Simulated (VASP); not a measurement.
A run of VASP 6.6.1:

The input INCAR:

```
SYSTEM = Pt3Pb
PREC = Accurate
ENCUT = 520
EDIFF = 1E-6
ISMEAR = -1
SIGMA = 0.15
LREAL = .FALSE.
LASPH = .TRUE.
NELM = 100
ALGO = Fast
ISIF = 2
LWAVE = .FALSE.
LCHARG = .FALSE.
GGA = CA
NBANDS = 30
```

File KPOINTS:

```
Automatic mesh
0
G
  10 10 10
  0 0 0
```

File POSCAR:

```
Pt3Pb
1.0
    4.0672064752      0.0000000000      0.0000000000
    0.0000000000      4.0672064752      0.0000000000
    0.0000000000      0.0000000000      4.0672064752
Pt Pb
3 1
Direct
    0.0000000000      0.5000000000      0.5000000000
    0.5000000000      0.0000000000      0.5000000000
    0.5000000000      0.5000000000      0.0000000000
    0.0000000000      0.0000000000      0.0000000000
```

Potentials or basis: VASP PAW LDA potentials, release 64 (Pt, Pb_d).

Launch:

```sh
$ cat potpaw_LDA.64/Pt/POTCAR potpaw_LDA.64/Pb_d/POTCAR > POTCAR
$ mpirun -np 1 vasp_std > vasp.out
```

Hardware: 1 thread of Oxide Virtual Turin-like Processor, with other jobs on the host.

How long does it take, and how much memory?

Run time: 79 s on 1 thread of Oxide Virtual Turin-like Processor, with other jobs on the host, peak memory 0.18 GiB. Counts: scf iterations 15, k points 56.
